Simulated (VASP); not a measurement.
# Ge in VASP: further runs

The runs below take Ge through single point, with PBE.

Everything below comes from runs of VASP 6.6.1. Logs are shortened: lines on timing, memory, paths and dates and some standing lists are left out, and cuts for length are marked.

## Step 1: The cell of the first run

The cell holds a slab with vacuum, 2 atoms: a = 3.791 Å, b = 3.791 Å, c = 28.000 Å, α = 90.00°, β = 90.00°, γ = 120.00°.

## Step 2: Single point, PBE

File INCAR:

```
ALGO = Normal
DIPOL = 0.5 0.5 0.500
EDIFF = 1E-6
ENCUT = 520
GGA = PE
IDIPOL = 3
ISIF = 2
ISMEAR = 0
LASPH = True
LCHARG = True
LDIPOL = True
LELF = True
LREAL = False
LVACPOTAV = True
LVHAR = True
LWAVE = False
NBANDS = 21
NELM = 100
PREC = Accurate
SIGMA = 0.1
```

File KPOINTS:

```
k-points
0
Gamma
  12 12 1
```

File POSCAR:

```
Ge
1.0
    3.7910000000      0.0000000000      0.0000000000
   -1.8955000000      3.2831023057      0.0000000000
    0.0000000000      0.0000000000     28.0000000000
Ge
2
Direct
    0.3333333333      0.6666666667      0.5000000000
    0.6666666667      0.3333333333      0.5000000000
```

Potentials or basis: VASP PAW PBE potentials, release 64 (Ge_d).

Command:

```sh
cat potpaw_PBE.64/Ge_d/POTCAR > POTCAR
mpirun -np 1 vasp_std > vasp.out
```

OUTCAR:

```text
EDIFF = 1E-6
   ENCUT = 520
   GGA = PE
   ISIF = 2
   ISMEAR = 0
   LASPH = True
   LREAL = False
   NELM = 100
   PREC = Accurate

 ion  position               nearest neighbor table
   1  0.333  0.667  0.500-   2 2.19   2 2.19   2 2.19
   2  0.667  0.333  0.500-   1 2.19   1 2.19   1 2.19

  LATTYP: Found a hexagonal cell.
 ALAT       =     3.7910000000
 C/A-ratio  =     7.3859140069

  Lattice vectors:

 A1 = (   3.7910000000,   0.0000000000,   0.0000000000)
 A2 = (  -1.8955000000,   3.2831023057,   0.0000000000)
 A3 = (   0.0000000000,   0.0000000000,  28.0000000000)

Analysis of symmetry for initial positions (statically):
=====================================================================
 Subroutine PRICEL returns:
 Original cell was already a primitive cell.

 Routine SETGRP: Setting up the symmetry group for a
 hexagonal supercell.

 Subroutine GETGRP returns: Found 24 space group operations
 (whereof 24 operations were pure point group operations)
 out of a pool of 24 trial point group operations.

The static configuration has the point symmetry D_6h.

Analysis of symmetry for dynamics (positions and initial velocities):
=====================================================================
 Subroutine PRICEL returns:
 Original cell was already a primitive cell.

 Routine SETGRP: Setting up the symmetry group for a
 hexagonal supercell.

 Subroutine GETGRP returns: Found 24 space group operations
 (whereof 24 operations were pure point group operations)
 out of a pool of 24 trial point group operations.

The dynamic configuration has the point symmetry D_6h.

 Subroutine INISYM returns: Found 24 space group operations
 (whereof 24 operations are pure point group operations),
 and found     1 'primitive' translations

----------------------------------------------------------------------------------------

                                     Primitive cell

  volume of cell :     348.4947

  direct lattice vectors                    reciprocal lattice vectors
     3.791000000  0.000000000  0.000000000     0.263782643  0.152294980  0.000000000
    -1.895500000  3.283102306  0.000000000     0.000000000  0.304589960  0.000000000
     0.000000000  0.000000000 28.000000000     0.000000000  0.000000000  0.035714286

  length of vectors
     3.791000000  3.791000000 28.000000000     0.304589960  0.304589960  0.035714286

  position of ions in fractional coordinates (direct lattice)
     0.333333333  0.666666667  0.500000000
     0.666666667  0.333333333  0.500000000

  ion indices of the primitive-cell ions
   primitive index   ion index
                 1           1
                 2           2

----------------------------------------------------------------------------------------

 KPOINTS: k-points

Automatic generation of k-mesh.
 Grid dimensions read from file:
 generate k-points for:   12   12    1

 Generating k-lattice:

  Cartesian coordinates                     Fractional coordinates (reciprocal lattice)
     0.021981887  0.012691248  0.000000000     0.083333333  0.000000000  0.000000000
     0.000000000  0.025382497  0.000000000     0.000000000  0.083333333  0.000000000
     0.000000000  0.000000000  0.035714286     0.000000000  0.000000000  1.000000000

  Length of vectors
     0.025382497  0.025382497  0.035714286

  Shift w.r.t. Gamma in fractional coordinates (k-lattice)
     0.000000000  0.000000000  0.000000000

 Subroutine IBZKPT returns following result:
 ===========================================

 Found     19 irreducible k-points:

 Following reciprocal coordinates:
            Coordinates               Weight
  0.000000  0.000000  0.000000      1.000000
  0.083333  0.000000  0.000000      6.000000
  0.166667  0.000000  0.000000      6.000000
  0.250000  0.000000  0.000000      6.000000
  0.333333  0.000000  0.000000      6.000000
  0.416667 -0.000000  0.000000      6.000000
[... 11 lines left out ...]
  0.333333  0.250000  0.000000     12.000000
  0.333333  0.333333  0.000000      2.000000
   k-points           NKPTS =     19   k-points in BZ     NKDIM =     19   number of bands    NBANDS=     21
   number of dos      NEDOS =    301   number of ions     NIONS =      2
   total plane-waves  NPLWV = 164640
   dimension x,y,z NGX =    28 NGY =   28 NGZ =  210
   dimension x,y,z NGXF=    56 NGYF=   56 NGZF=  420
   ions per type =               2
   NGX,Y,Z   is equivalent  to a cutoff of  12.28, 12.28, 12.47 a.u.
   NGXF,Y,Z  is equivalent  to a cutoff of  24.56, 24.56, 24.94 a.u.
 SYSTEM =  unknown system
   PREC   = accura    normal or accurate (medium, high low for compatibility)
   ISTART =      0    job   : 0-new  1-cont  2-samecut
   ICHARG =      2    charge: 1-file 2-atom 10-const
   ISPIN  =      1    spin polarized calculation?
   LNONCOLLINEAR =      F non collinear calculations
   LSORBIT =      F    spin-orbit coupling
   LASPH  =      T    aspherical Exc in radial PAW
   ENCUT  =  520.0 eV  38.22 Ry    6.18 a.u.   7.05  7.05 52.06*2*pi/ulx,y,z
   NELM   =    100;   NELMIN=  2; NELMDL= -5     # of ELM steps
   EDIFF  = 0.1E-05   stopping-criterion for ELM
   LREAL  =      F    real-space projection
   EDIFFG = 0.1E-04   stopping-criterion for IOM
   NSW    =      0    number of steps for IOM
   IBRION =     -1    ionic relax: 0-MD 1-quasi-New 2-CG
   NFREE  =      0    steps in history (QN), initial steepest desc. (CG)
   ISIF   =      2    stress and relaxation
   ISYM   =      2    0-nonsym 1-usesym 2-fastsym
   POTIM  = 0.5000    time-step for ionic-motion
   TEBEG  =    0.0;   TEEND  =   0.0 temperature during run
   PSTRESS=    0.0 pullay stress
   NELECT =      28.0000    total number of electrons
   NUPDOWN=      -1.0000    fix difference up-down
   EMIN   =  10.00;   EMAX   =-10.00  energy-range for DOS
   EFERMI =   0.00;   METHOD = LEGACY
   ISMEAR =     0;   SIGMA  =   0.10  broadening in eV -4-tet -1-fermi 0-gaus
   EFERMI_NEDOS =   21; number of points for ismear=-14 and -15
   IALGO  =     38    algorithm
   IMIX   =      4    mixing-type and parameters
     AMIX     =   0.40;   BMIX     =  1.00
     AMIX_MAG =   1.60;   BMIX_MAG =  1.00
  volume/ion in A,a.u.               =     174.25      1175.88
  Fermi-wavevector in a.u.,A,eV,Ry     =   0.706419  1.334938  6.789677  0.499027
  Thomas-Fermi vector in A             =   1.792194
   LORBIT       =      0    0 simple, 1 ext, 2 COOP (PROOUT), +10 PAW based schemes
   GGA     = PE    functional components
   LHFCALC =     F    Hartree Fock is set to
   AEXX    =    0.0000 exact exchange contribution
   IVDW    =     0    specifies the selected vdW correction
   LEPSILON=     F    determine dielectric tensor
   LRPA    =     F    only Hartree local field effects (RPA)
 non-spin polarized calculation
 Gauss-broadening in eV      SIGMA  =   0.10
  energy-cutoff  :      520.00
  volume of cell :      348.49
 maximum number of plane-waves:      9415
   NGX = 15   NGY = 15   NGZ =105

 dipolmoment           0.000000      0.000000      0.000000 electrons x Angstroem

 number of electron      27.9999993 magnetization

 dipolmoment           0.000000      0.000000     -0.000000 electrons x Angstroem

 Free energy of the ion-electron system (eV)
  ---------------------------------------------------
  ext. energy  EPLUGINS =         0.00000000
  ---------------------------------------------------
  free energy    TOTEN  =        -7.29402051 eV

  energy without entropy =       -7.29245332  energy(sigma->0) =       -7.29323691

 E-fermi :  -3.0547     XC(G=0):  -1.6935

 val. band max:       -3.0547035218   @ k =   0.3333   0.3333   0.0000
 cond. band min:      -3.0547032762   @ k =   0.3333   0.3333   0.0000
 fundamental gap:      0.0000002456
 Fermi energy:        -3.0547033989

 k-point     1 :       0.0000    0.0000    0.0000
  band No.  band energies     occupation
      1     -28.4183      2.00000
      2     -28.3429      2.00000
      3     -28.3429      2.00000
      4     -28.2726      2.00000
      5     -28.2726      2.00000
      6     -28.0791      2.00000
[... 13 lines left out ...]
     20       1.2115      0.00000
     21       1.6255      0.00000

 k-point     2 :       0.0833    0.0000    0.0000
  band No.  band energies     occupation
      1     -28.4208      2.00000
      2     -28.3655      2.00000
      3     -28.3599      2.00000
      4     -28.2747      2.00000
      5     -28.2695      2.00000
      6     -28.0591      2.00000
[... 13 lines left out ...]
     20       1.3085      0.00000
     21       1.7216      0.00000

 k-point     3 :       0.1667    0.0000    0.0000
  band No.  band energies     occupation
      1     -28.4411      2.00000
      2     -28.4135      2.00000
      3     -28.3814      2.00000
      4     -28.2805      2.00000
      5     -28.2608      2.00000
      6     -28.0209      2.00000
[... 13 lines left out ...]
     20       2.0046      0.00000
     21       2.0308      0.00000

 k-point     4 :       0.2500    0.0000    0.0000
  band No.  band energies     occupation
      1     -28.4835      2.00000
      2     -28.4632      2.00000
      3     -28.3819      2.00000
      4     -28.2881      2.00000
      5     -28.2476      2.00000
      6     -28.0200      2.00000
[... 13 lines left out ...]
     20       2.4909      0.00000
     21       2.6929      0.00000

 k-point     5 :       0.3333    0.0000    0.0000
  band No.  band energies     occupation
      1     -28.5236      2.00000
      2     -28.5034      2.00000
      3     -28.3756      2.00000
      4     -28.2953      2.00000
      5     -28.2323      2.00000
      6     -28.0385      2.00000
[... 13 lines left out ...]
     20       3.1584      0.00000
     21       3.3670      0.00000
[... 262 lines left out ...]
     20       4.6494      0.00000
     21       4.9130      0.00000

 k-point    17 :       0.2500    0.2500    0.0000
  band No.  band energies     occupation
      1     -28.6164      2.00000
      2     -28.4449      2.00000
      3     -28.3955      2.00000
      4     -28.3116      2.00000
      5     -28.1910      2.00000
      6     -28.0809      2.00000
[... 13 lines left out ...]
     20       3.6827      0.00000
     21       3.8250      0.00000

 k-point    18 :       0.3333    0.2500    0.0000
  band No.  band energies     occupation
      1     -28.6365      2.00000
      2     -28.4404      2.00000
      3     -28.3982      2.00000
      4     -28.3163      2.00000
      5     -28.1681      2.00000
      6     -28.1044      2.00000
[... 13 lines left out ...]
     20       4.5816      0.00000
     21       4.7893      0.00000

 k-point    19 :       0.3333    0.3333    0.0000
  band No.  band energies     occupation
      1     -28.6463      2.00000
      2     -28.4171      2.00000
      3     -28.4171      2.00000
      4     -28.3188      2.00000
      5     -28.1363      2.00000
      6     -28.1363      2.00000
[... 13 lines left out ...]
     20       4.5109      0.00000
     21       4.5109      0.00000

------------------------ aborting loop because EDIFF is reached ----------------------------------------

  FORCE on cell =-STRESS in cart. coord.  units (eV):
  Direction    XX          YY          ZZ          XY          YZ          ZX
  --------------------------------------------------------------------------------------
  -------------------------------------------------------------------------------------
  Total        7.6516609      7.6516609     -0.0127354      0.0000000      0.0000000      0.0000000
  in kB       35.1779127     35.1779127     -0.0585500      0.0000000      0.0000000      0.0000000
  external PRESSURE =      23.4324251 kB  Pullay stress =       0.0000000 kB

 VOLUME and BASIS-vectors are now :
 -----------------------------------------------------------------------------
  energy-cutoff  :      520.00
  volume of cell :      348.49
      direct lattice vectors                 reciprocal lattice vectors
     3.791000000  0.000000000  0.000000000     0.263782643  0.152294980  0.000000000
    -1.895500000  3.283102306  0.000000000     0.000000000  0.304589960  0.000000000
     0.000000000  0.000000000 28.000000000     0.000000000  0.000000000  0.035714286

 POSITION                                       TOTAL-FORCE (eV/Angst)
 -----------------------------------------------------------------------------------
     -0.00000      2.18873     14.00000        -0.000000     -0.000000      0.000000
      1.89550      1.09437     14.00000         0.000000      0.000000     -0.000000
 -----------------------------------------------------------------------------------
    total drift:                                0.000000      0.000000     -0.000000

  FREE ENERGIE OF THE ION-ELECTRON SYSTEM (eV)
  ---------------------------------------------------
  free  energy   TOTEN  =        -7.2940205100 eV

  energy  without entropy=       -7.2924533168  energy(sigma->0) =       -7.29323691

 vacuum level on the upper side and lower side of the slab         1.205         1.205
```

It took 91 s on 1 thread of Intel Xeon 6975P-C (Granite Rapids), shared host; peak memory 0.45 GiB.

What came out:

| Quantity | Value |
| --- | --- |
| Free energy | -7.2940 eV |
| Band gap on the k mesh | zero (filled and empty bands touch) |

Levels at points of the mesh, in eV from the Fermi level:
| k point | band 12 | band 13 | band 14 | band 15 | band 16 | band 17 |
| --- | --- | --- | --- | --- | --- | --- |
| (0.00, 0.00, 0.00) | -3.67 | -1.45 | -1.45 | 0.84 | 2.89 | 3.68 |
| (0.50, 0.00, 0.00) | -8.81 | -3.40 | -1.18 | 0.86 | 0.93 | 6.09 |

## Step 3: Single point, PBE

This run uses another cell than the first one.

File INCAR:

```
PREC = Accurate
ENCUT = 520
EDIFF = 1E-6
ISMEAR = 0
SIGMA = 0.1
LREAL = F
LASPH = T
NELM = 60
ALGO = Normal
ISIF = 2
LWAVE = F
LCHARG = F
LDIPOL = T
IDIPOL = 3
DIPOL = 0.5 0.5 0.500
GGA = PE
NBANDS = 21
```

File KPOINTS:

```
regular mesh
0
Gamma
  12 12 1
```

File POSCAR:

```
Ge
1.0
    3.8560000000      0.0000000000      0.0000000000
   -1.9280000000      3.3393939570      0.0000000000
    0.0000000000      0.0000000000     28.0000000000
Ge
2
Direct
    0.3333333333      0.6666666667      0.5000000000
    0.6666666667      0.3333333333      0.5000000000
```

Potentials or basis: VASP PAW PBE potentials, release 64 (Ge_d).

Command:

```sh
cat potpaw_PBE.64/Ge_d/POTCAR > POTCAR
mpirun -np 1 vasp_std > vasp.out
```

It took 1.9 min on 1 thread of Intel Xeon 6975P-C (Granite Rapids), shared host; peak memory 0.48 GiB.

Results (log left out):

```
Free energy            : -7.5168 eV
Band gap on the k mesh : zero (filled and empty bands touch)
```

Levels at points of the mesh, in eV from the Fermi level:
| k point | band 10 | band 11 | band 12 | band 13 | band 14 | band 15 | band 16 | band 17 | band 18 | band 19 |
| --- | --- | --- | --- | --- | --- | --- | --- | --- | --- | --- |
| (0.00, 0.00, 0.00) | -24.93 | -12.94 | -3.51 | -1.54 | -1.54 | 0.29 | 2.95 | 3.53 | 3.53 | 4.03 |
| (0.50, 0.00, 0.00) | -24.83 | -10.59 | -8.69 | -3.37 | -1.13 | 0.76 | 0.85 | 6.04 | 6.40 | 6.98 |

## Step 4: Single point, PBE

This run uses another cell than the first one.

File INCAR:

```
SYSTEM = Ge
PREC = Accurate ; ENCUT = 520
EDIFF = 1E-7 ; ISMEAR = 0
SIGMA = 0.1 ; LREAL = .False.
LASPH = .True. ; NELM = 80
ALGO = Normal ; ISIF = 2
LWAVE = .False. ; LCHARG = .False.
LDIPOL = .True. ; IDIPOL = 3
DIPOL = 0.5 0.5 0.500 ; GGA = PE
NBANDS = 21
```

File KPOINTS:

```
Automatic mesh
0
Gamma
  12 12 1
  0 0 0
```

File POSCAR:

```
Ge
1.0
    3.9210000000      0.0000000000      0.0000000000
   -1.9605000000      3.3956856082      0.0000000000
    0.0000000000      0.0000000000     28.0000000000
Ge
2
Direct
    0.3333333333      0.6666666667      0.5000000000
    0.6666666667      0.3333333333      0.5000000000
```

Command:

```sh
cat potpaw_PBE.64/Ge_d/POTCAR > POTCAR
mpirun -np 1 vasp_std > vasp.out
```

Wall time 2 min (1 thread of AMD EPYC 9R45 (Zen 5), shared host); peak memory 0.44 GiB.

The run converged. Its results:

```
Free energy            : -7.6711 eV
Band gap on the k mesh : zero (bands 14 and 15 overlap by 0.21 eV)
```

Levels at points of the mesh, in eV from the Fermi level:
| k point | band 11 | band 12 | band 13 | band 14 | band 15 | band 16 | band 17 | band 18 |
| --- | --- | --- | --- | --- | --- | --- | --- | --- |
| (0.00, 0.00, 0.00) | -12.66 | -3.30 | -1.56 | -1.56 | -0.17 | 3.03 | 3.43 | 3.43 |
| (0.50, 0.00, 0.00) | -10.41 | -8.53 | -3.28 | -1.04 | 0.66 | 0.89 | 6.02 | 6.38 |

## Step 5: Single point, PBE

This run uses another cell than the first one.

File INCAR:

```
  ALGO = Normal
  DIPOL = 0.5 0.5 0.500
  EDIFF = 1E-6
  ENCUT = 520
  GGA = PE
  IDIPOL = 3
  ISIF = 2
  ISMEAR = 0
  LASPH = True
  LCHARG = False
  LDIPOL = True
  LREAL = False
  LWAVE = False
  NBANDS = 21
  NELM = 80
  PREC = Accurate
  SIGMA = 0.1
```

File KPOINTS:

```
k-points
0
Gamma
  12 12 1
```

File POSCAR:

```
Ge
1.0
    4.1160000000      0.0000000000      0.0000000000
   -2.0580000000      3.5645605620      0.0000000000
    0.0000000000      0.0000000000     28.0000000000
Ge
2
Direct
    0.3333333333      0.6666666667      0.5000000000
    0.6666666667      0.3333333333      0.5000000000
```

Command:

```sh
cat potpaw_PBE.64/Ge_d/POTCAR > POTCAR
mpirun -np 1 vasp_std > vasp.out
```

It took 2.1 min on 1 thread of Intel Xeon 6975P-C (Granite Rapids), shared host; peak memory 0.54 GiB.

The run converged. Its results:

- Free energy: -7.8252 eV
- Band gap on the k mesh: zero (bands 14 and 15 overlap by 1.57 eV)

Levels at points of the mesh, in eV from the Fermi level:
| k point | band 12 | band 13 | band 14 | band 15 | band 16 | band 17 |
| --- | --- | --- | --- | --- | --- | --- |
| (0.00, 0.00, 0.00) | -2.52 | -1.35 | -1.35 | -1.17 | 3.41 | 3.41 |
| (0.50, 0.00, 0.00) | -7.89 | -2.79 | -0.56 | 0.62 | 1.21 | 6.21 |

## Step 6: Summary

| cell | gap on the mesh (eV) |
| --- | --- |
| a = 3.791, b = 3.791, c = 28.000 Å, angles 90.0, 90.0, 120.0°, 2 atoms | none |
| a = 3.856, b = 3.856, c = 28.000 Å, angles 90.0, 90.0, 120.0°, 2 atoms | none |
| a = 3.921, b = 3.921, c = 28.000 Å, angles 90.0, 90.0, 120.0°, 2 atoms | none |
| a = 4.116, b = 4.116, c = 28.000 Å, angles 90.0, 90.0, 120.0°, 2 atoms | none |

Alike in all rows: task single point; level PBE; potentials or basis VASP PAW PBE potentials, release 64 (Ge_d); no spin polarisation; k mesh 12 × 12 × 1; cutoff (eV) 520; smearing gaussian 0.1 eV.

Total energies depend on the potentials used, so only differences within one code and one set of settings carry meaning.
